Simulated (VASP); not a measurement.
# FCClBrH in VASP: settings compared

FCClBrH is run at these levels: AM05, revPBE; tasks: single point.

All numbers are computed with VASP 6.6.1; they aren't measurements. Logs are shortened: lines on timing, memory, paths and dates and some standing lists are left out, and cuts for length are marked.

## Step 1: The cell of the first run

The cell holds a molecule in a box, 5 atoms: a = 12.000 Å, b = 12.000 Å, c = 12.000 Å, α = 90.00°, β = 90.00°, γ = 90.00°.

## Step 2: Single point, AM05

File POSCAR:

```
HCBrClF
1.0
   12.0000000000      0.0000000000      0.0000000000
    0.0000000000     12.0000000000      0.0000000000
    0.0000000000      0.0000000000     12.0000000000
F C Cl Br H
1 1 1 1 1
Direct
    0.4594083300      0.5128833300      0.6062791700
    0.5026166700      0.5076250000      0.5035291700
    0.6148250000      0.4141166700      0.5017875000
    0.3873416700      0.4647250000      0.3993875000
    0.5323833300      0.5893833300      0.4783458300
```

File INCAR.step1:

```
ISMEAR = 0
SIGMA = 0.03
LWAVE = True
LCHARG = True
ISIF = 0
NELM = 100
ALGO = Normal
PREC = Accurate
LASPH = True
LREAL = False
EDIFF = 1E-5
GGA_COMPAT = False
ENCUT = 520
EFERMI = MIDGAP
NELMDL = -8
GGA = PE
```

File INCAR.step2:

```
GGA = AM
ISMEAR = 0
SIGMA = 0.03
LWAVE = False
LCHARG = False
ISIF = 0
NELM = 100
ALGO = All
PREC = Accurate
LASPH = True
LREAL = False
EDIFF = 1E-6
GGA_COMPAT = False
ENCUT = 520
EFERMI = MIDGAP
NELMDL = -8
ISTART = 1
ISEARCH = 1
```

File KPOINTS:

```
k-points
0
Gamma
  1 1 1
```

Potentials or basis: VASP PAW PBE potentials, release 64 (F, C, Cl, Br, H).

On the command line:

```console
$ cat potpaw_PBE.64/F/POTCAR potpaw_PBE.64/C/POTCAR potpaw_PBE.64/Cl/POTCAR potpaw_PBE.64/Br/POTCAR potpaw_PBE.64/H/POTCAR > POTCAR
$ cp INCAR.step1 INCAR
$ mpirun -np 1 vasp_gam > vasp.out
$ cp INCAR.step2 INCAR
$ mpirun -np 1 vasp_gam > vasp.out
```

OUTCAR:

```text
GGA = AM
   ISMEAR = 0
   ISIF = 0
   NELM = 100
   PREC = Accurate
   LASPH = True
   LREAL = False
   EDIFF = 1E-6
   ENCUT = 520
   EFERMI = MIDGAP
   NELMDL = -8
   ISTART = 1

 Found      1 irreducible k-points:

 Following reciprocal coordinates:
            Coordinates               Weight
  0.000000  0.000000  0.000000      1.000000
   k-points           NKPTS =      1   k-points in BZ     NKDIM =      1   number of bands    NBANDS=     17
   number of dos      NEDOS =    301   number of ions     NIONS =      5
   total plane-waves  NPLWV = 729000
   dimension x,y,z NGX =    90 NGY =   90 NGZ =   90
   dimension x,y,z NGXF=   180 NGYF=  180 NGZF=  180
   ions per type =               1   1   1   1   1
   NGX,Y,Z   is equivalent  to a cutoff of  12.47, 12.47, 12.47 a.u.
   NGXF,Y,Z  is equivalent  to a cutoff of  24.94, 24.94, 24.94 a.u.
 SYSTEM =  unknown system
   PREC   = accura    normal or accurate (medium, high low for compatibility)
   ISTART =      1    job   : 0-new  1-cont  2-samecut
   ICHARG =      0    charge: 1-file 2-atom 10-const
   ISPIN  =      1    spin polarized calculation?
   LNONCOLLINEAR =      F non collinear calculations
   LSORBIT =      F    spin-orbit coupling
   LASPH  =      T    aspherical Exc in radial PAW
   ENCUT  =  520.0 eV  38.22 Ry    6.18 a.u.  22.31 22.31 22.31*2*pi/ulx,y,z
   NELM   =    100;   NELMIN=  2; NELMDL= -8     # of ELM steps
   EDIFF  = 0.1E-05   stopping-criterion for ELM
   LREAL  =      F    real-space projection
   EDIFFG = 0.1E-04   stopping-criterion for IOM
   NSW    =      0    number of steps for IOM
   IBRION =     -1    ionic relax: 0-MD 1-quasi-New 2-CG
   NFREE  =      0    steps in history (QN), initial steepest desc. (CG)
   ISIF   =      0    stress and relaxation
   ISYM   =      2    0-nonsym 1-usesym 2-fastsym
   POTIM  = 0.5000    time-step for ionic-motion
   TEBEG  =    0.0;   TEEND  =   0.0 temperature during run

   SCALEE = 1.0000    scale energy and forces
   PSTRESS=    0.0 pullay stress
   NELECT =      26.0000    total number of electrons
   NUPDOWN=      -1.0000    fix difference up-down
   EMIN   =  10.00;   EMAX   =-10.00  energy-range for DOS
   EFERMI =   0.00;   METHOD = MIDGAP
   ISMEAR =     0;   SIGMA  =   0.03  broadening in eV -4-tet -1-fermi 0-gaus
   EFERMI_NEDOS =   21; number of points for ismear=-14 and -15
   IALGO  =     58    algorithm
   IMIX   =      4    mixing-type and parameters
     AMIX     =   0.40;   BMIX     =  1.00
     AMIX_MAG =   1.60;   BMIX_MAG =  1.00
  volume/ion in A,a.u.               =     345.60      2332.22
  Fermi-wavevector in a.u.,A,eV,Ry     =   0.404158  0.763748  2.222428  0.163344
  Thomas-Fermi vector in A             =   1.355594
   LORBIT       =      0    0 simple, 1 ext, 2 COOP (PROOUT), +10 PAW based schemes
   GGA     = AM    functional components
   LHFCALC =     F    Hartree Fock is set to
   AEXX    =    0.0000 exact exchange contribution
   IVDW    =     0    specifies the selected vdW correction
   LEPSILON=     F    determine dielectric tensor
   LRPA    =     F    only Hartree local field effects (RPA)

   CSHIFT  =0.1000    complex shift for real part using Kramers Kronig

   OMEGAMAX=  -1.0    maximum frequency
 non-spin polarized calculation
 Gauss-broadening in eV      SIGMA  =   0.03
  energy-cutoff  :      520.00
  volume of cell :     1728.00
 maximum number of plane-waves:     23293
 NGX is ok and might be reduce to    90
   NGX = 45   NGY = 45   NGZ = 45

 number of electron      26.0000002 magnetization

 Free energy of the ion-electron system (eV)
  ---------------------------------------------------
  ext. energy  EPLUGINS =         0.00000000
  ---------------------------------------------------
  free energy    TOTEN  =       -20.84590878 eV

  energy without entropy =      -20.84590687  energy(sigma->0) =      -20.84590782

 E-fermi :  -6.8619     XC(G=0):  -3.8028

 val. band max:       -6.9169081474   @ k =   0.0000   0.0000   0.0000
 cond. band min:      -3.7440450333   @ k =   0.0000   0.0000   0.0000
 fundamental gap:      3.1728631142
 Fermi energy:        -6.8618696564

 k-point     1 :       0.0000    0.0000    0.0000
  band No.  band energies     occupation
      1     -31.4441      2.00000
      2     -22.1546      2.00000
      3     -20.3324      2.00000
      4     -16.4973      2.00000
      5     -13.6392      2.00000
      6     -12.7069      2.00000
[... 9 lines left out ...]
     16      -3.7022      0.00000
     17      -3.7021      0.00000

------------------------ aborting loop because EDIFF is reached ----------------------------------------

 VOLUME and BASIS-vectors are now :
 -----------------------------------------------------------------------------
  energy-cutoff  :      520.00
  volume of cell :     1728.00
      direct lattice vectors                 reciprocal lattice vectors
    12.000000000  0.000000000  0.000000000     0.083333333  0.000000000  0.000000000
     0.000000000 12.000000000  0.000000000     0.000000000  0.083333333  0.000000000
     0.000000000  0.000000000 12.000000000     0.000000000  0.000000000  0.083333333

 POSITION                                       TOTAL-FORCE (eV/Angst)
 -----------------------------------------------------------------------------------
      5.51290      6.15460      7.27535        -0.314458      0.049522      0.713035
      6.03140      6.09150      6.04235         0.236660     -0.354287     -0.401207
      7.37790      4.96940      6.02145         0.069447     -0.052720     -0.016964
      4.64810      5.57670      4.79265        -0.134324     -0.041781     -0.141204
      6.38860      7.07260      5.74015         0.142675      0.399265     -0.153660
 -----------------------------------------------------------------------------------
    total drift:                               -0.004684      0.021394      0.006465

  FREE ENERGIE OF THE ION-ELECTRON SYSTEM (eV)
  ---------------------------------------------------
  free  energy   TOTEN  =       -20.8459087830 eV

  energy  without entropy=      -20.8459087724  energy(sigma->0) =      -20.84590878
```

Wall time 15 min (1 thread of Intel Xeon 6975P-C (Granite Rapids), shared host); peak memory 1.3 GiB.

Results:

```yaml
Free_energy: -20.8459 eV
Largest_force: 0.781 eV/Å
Gap_between_the_frontier_levels: 3.50 eV
```

Forces in eV/Å, atoms in the order of the input:
```
F   -0.314  0.050  0.713
C    0.237 -0.354 -0.401
Cl   0.069 -0.053 -0.017
Br  -0.134 -0.042 -0.141
H    0.143  0.399 -0.154
```

Caveat: the PAW data sets were made with another functional, which shifts forces and pressure a little.

## Step 3: Single point, revPBE

File INCAR:

```
GGA = RE
ISMEAR = 0
SIGMA = 0.03
LWAVE = False
LCHARG = False
ISIF = 0
PREC = Accurate
LASPH = True
LREAL = Auto
ALGO = Normal
EDIFF = 1E-6
NELM = 120
GGA_COMPAT = False
ENCUT = 520
EFERMI = MIDGAP
NELMDL = -8
ROPT = -0.00025 -0.00025 -0.00025 -0.00025 -0.00025
```

KPOINTS is that of step 2.

POSCAR is that of step 2.

Potentials or basis: VASP PAW PBE potentials, release 64 (F, C, Cl, Br, H).

On the command line:

```console
$ cat potpaw_PBE.64/F/POTCAR potpaw_PBE.64/C/POTCAR potpaw_PBE.64/Cl/POTCAR potpaw_PBE.64/Br/POTCAR potpaw_PBE.64/H/POTCAR > POTCAR
$ mpirun -np 1 vasp_gam > vasp.out
```

It took 2.1 min on 1 thread of Intel Xeon 6975P-C (Granite Rapids), shared host; peak memory 1.3 GiB.

The run converged. Its results:

- Free energy: -19.6891 eV
- Largest force: 1.436 eV/Å
- Gap between the frontier levels: 5.21 eV

Forces in eV/Å, atoms in the order of the input:
```
F   -0.551  0.118  1.321
C    0.493  0.084 -0.745
Cl   0.450 -0.318 -0.021
Br  -0.481 -0.141 -0.459
H    0.090  0.258 -0.096
```

Levels at points of the mesh, in eV from the valence-band top:
```tsv
k point	band 11	band 12	band 13	band 14	band 15	band 16
(0.00, 0.00, 0.00)	-0.71	-0.18	0.00	5.21	6.45	6.56
```

Caveat: the PAW data sets were made with another functional, which shifts forces and pressure a little.

## Step 4: Single point, revPBE

File INCAR:

```
GGA = RE
ISMEAR = 0
SIGMA = 0.03
LWAVE = False
LCHARG = False
ISIF = 0
PREC = Accurate
LASPH = True
LREAL = False
ALGO = Normal
EDIFF = 1E-8
NELM = 120
GGA_COMPAT = False
ENCUT = 720
EFERMI = MIDGAP
NELMDL = -8
```

KPOINTS is that of step 3.

POSCAR is that of step 3.

Potentials or basis: VASP PAW PBE potentials, release 64 (F, C, Cl, Br, H).

On the command line:

```console
$ cat potpaw_PBE.64/F/POTCAR potpaw_PBE.64/C/POTCAR potpaw_PBE.64/Cl/POTCAR potpaw_PBE.64/Br/POTCAR potpaw_PBE.64/H/POTCAR > POTCAR
$ mpirun -np 1 vasp_gam > vasp.out
```

OUTCAR:

```text
GGA = RE
   ISMEAR = 0
   ISIF = 0
   PREC = Accurate
   LASPH = True
   LREAL = False
   EDIFF = 1E-8
   NELM = 120
   ENCUT = 720
   EFERMI = MIDGAP
   NELMDL = -8

 ion  position               nearest neighbor table
   1  0.459  0.513  0.606-   2 1.34
   2  0.503  0.508  0.504-   5 1.09   1 1.34   3 1.75   4 1.93
   3  0.615  0.414  0.502-   2 1.75
   4  0.387  0.465  0.399-   2 1.93
   5  0.532  0.589  0.478-   2 1.09

  LATTYP: Found a simple cubic cell.
 ALAT       =    12.0000000000

  Lattice vectors:

 A1 = (  12.0000000000,   0.0000000000,   0.0000000000)
 A2 = (   0.0000000000,  12.0000000000,   0.0000000000)
 A3 = (   0.0000000000,   0.0000000000,  12.0000000000)

Analysis of symmetry for initial positions (statically):
=====================================================================
 Subroutine PRICEL returns:
 Original cell was already a primitive cell.

 Routine SETGRP: Setting up the symmetry group for a
 simple cubic supercell.

 Subroutine GETGRP returns: Found  1 space group operations
 (whereof  1 operations were pure point group operations)
 out of a pool of 48 trial point group operations.

The static configuration has the point symmetry C_1 .

Analysis of symmetry for dynamics (positions and initial velocities):
=====================================================================
 Subroutine PRICEL returns:
 Original cell was already a primitive cell.

 Routine SETGRP: Setting up the symmetry group for a
 simple cubic supercell.

 Subroutine GETGRP returns: Found  1 space group operations
 (whereof  1 operations were pure point group operations)
 out of a pool of 48 trial point group operations.

The dynamic configuration has the point symmetry C_1 .

 Subroutine INISYM returns: Found  1 space group operations
 (whereof  1 operations are pure point group operations),
 and found     1 'primitive' translations

----------------------------------------------------------------------------------------

[... 84 lines left out ...]

   SCALEE = 1.0000    scale energy and forces
   PSTRESS=    0.0 pullay stress
   NELECT =      26.0000    total number of electrons
   NUPDOWN=      -1.0000    fix difference up-down
   EMIN   =  10.00;   EMAX   =-10.00  energy-range for DOS
   EFERMI =   0.00;   METHOD = MIDGAP
   ISMEAR =     0;   SIGMA  =   0.03  broadening in eV -4-tet -1-fermi 0-gaus
   EFERMI_NEDOS =   21; number of points for ismear=-14 and -15
   IALGO  =     38    algorithm
   IMIX   =      4    mixing-type and parameters
     AMIX     =   0.40;   BMIX     =  1.00
     AMIX_MAG =   1.60;   BMIX_MAG =  1.00
  volume/ion in A,a.u.               =     345.60      2332.22
  Fermi-wavevector in a.u.,A,eV,Ry     =   0.404158  0.763748  2.222428  0.163344
  Thomas-Fermi vector in A             =   1.355594
   LORBIT       =      0    0 simple, 1 ext, 2 COOP (PROOUT), +10 PAW based schemes
   GGA     = RE    functional components
   LHFCALC =     F    Hartree Fock is set to
   AEXX    =    0.0000 exact exchange contribution
   IVDW    =     0    specifies the selected vdW correction
   LEPSILON=     F    determine dielectric tensor
   LRPA    =     F    only Hartree local field effects (RPA)

   CSHIFT  =0.1000    complex shift for real part using Kramers Kronig

   OMEGAMAX=  -1.0    maximum frequency
 non-spin polarized calculation
 Gauss-broadening in eV      SIGMA  =   0.03
  energy-cutoff  :      720.00
  volume of cell :     1728.00
 maximum number of plane-waves:     37963
 NGX is ok and might be reduce to   108
   NGX = 53   NGY = 53   NGZ = 53

 number of electron      25.9999999 magnetization

 Free energy of the ion-electron system (eV)
  ---------------------------------------------------
  ext. energy  EPLUGINS =         0.00000000
  ---------------------------------------------------
  free energy    TOTEN  =       -19.70341636 eV

  energy without entropy =      -19.70341636  energy(sigma->0) =      -19.70341636

 E-fermi :  -4.3079     XC(G=0):  -0.8634

 val. band max:       -6.9149233580   @ k =   0.0000   0.0000   0.0000
 cond. band min:      -1.7008531596   @ k =   0.0000   0.0000   0.0000
 fundamental gap:      5.2140701984
 Fermi energy:        -4.3078882588

 k-point     1 :       0.0000    0.0000    0.0000
  band No.  band energies     occupation
      1     -31.6301      2.00000
      2     -22.2073      2.00000
      3     -20.3242      2.00000
      4     -16.5679      2.00000
      5     -13.6194      2.00000
      6     -12.6692      2.00000
[... 9 lines left out ...]
     16      -0.3595      0.00000
     17       0.4507      0.00000

------------------------ aborting loop because EDIFF is reached ----------------------------------------

 VOLUME and BASIS-vectors are now :
 -----------------------------------------------------------------------------
  energy-cutoff  :      720.00
  volume of cell :     1728.00
      direct lattice vectors                 reciprocal lattice vectors
    12.000000000  0.000000000  0.000000000     0.083333333  0.000000000  0.000000000
     0.000000000 12.000000000  0.000000000     0.000000000  0.083333333  0.000000000
     0.000000000  0.000000000 12.000000000     0.000000000  0.000000000  0.083333333

 POSITION                                       TOTAL-FORCE (eV/Angst)
 -----------------------------------------------------------------------------------
      5.51290      6.15460      7.27535        -0.542825      0.114371      1.301125
      6.03140      6.09150      6.04235         0.489034      0.090765     -0.735709
      7.37790      4.96940      6.02145         0.444581     -0.314026     -0.019673
      4.64810      5.57670      4.79265        -0.478112     -0.139306     -0.453305
      6.38860      7.07260      5.74015         0.087321      0.248196     -0.092439
 -----------------------------------------------------------------------------------
    total drift:                                0.000007     -0.000227     -0.000234

  FREE ENERGIE OF THE ION-ELECTRON SYSTEM (eV)
  ---------------------------------------------------
  free  energy   TOTEN  =       -19.7034163632 eV

  energy  without entropy=      -19.7034163632  energy(sigma->0) =      -19.70341636
```

stdout:

```text
POSCAR found type information on POSCAR F C ClBrH
 POSCAR found :  5 types and       5 ions
 scaLAPACK will be used
 -----------------------------------------------------------------------------
|                                                                             |
|                                                                             |
|     You enforced a specific xc type in the INCAR file but a different       |
|     I HOPE YOU KNOW WHAT YOU ARE DOING!                                     |
|                                                                             |
 -----------------------------------------------------------------------------

 LDA part: xc-table for (Slater+PW92), standard interpolation
 POSCAR, INCAR and KPOINTS ok, starting setup
 FFT: planning ... GRIDC
 FFT: planning ... GRID_SOFT
 FFT: planning ... GRID
 WAVECAR not read
 entering main loop
```

Wall time 4.1 min (1 thread of Intel Xeon 6975P-C (Granite Rapids), shared host); peak memory 2 GiB.

Results:

| Quantity | Value |
| --- | --- |
| Free energy | -19.7034 eV |
| Largest force | 1.414 eV/Å |
| Gap between the frontier levels | 5.21 eV |

Forces on the atoms (eV/Å):
```
F   -0.543  0.114  1.301
C    0.489  0.091 -0.736
Cl   0.445 -0.314 -0.020
Br  -0.478 -0.139 -0.453
H    0.087  0.248 -0.092
```

Caveat: the PAW data sets were made with another functional, which shifts forces and pressure a little.

## Step 5: The runs side by side

```csv
level,cutoff (eV),tolerance level,purpose,gap on the mesh (eV),largest force (eV/Å)
AM05,520,standard,a run that is hard to end,3.50,0.78
revPBE,520,tight,levels,5.21,1.44
revPBE,720,tight,levels,5.21,1.41
```

Alike in all rows: task single point; potentials or basis VASP PAW PBE potentials, release 64 (F, C, Cl, Br, H); no spin polarisation; cell as given; k mesh 1 × 1 × 1; smearing gaussian 0.03 eV.

On the cell as given the gap runs from 3.50 eV (AM05) to 5.21 eV (revPBE).

Caveats: the PAW data sets were made with another functional, which shifts forces and pressure a little.

Total energies depend on the potentials used, so only differences within one code and one set of settings carry meaning.

The gap in the log of VASP goes by the Fermi energy; the results here count the filled bands.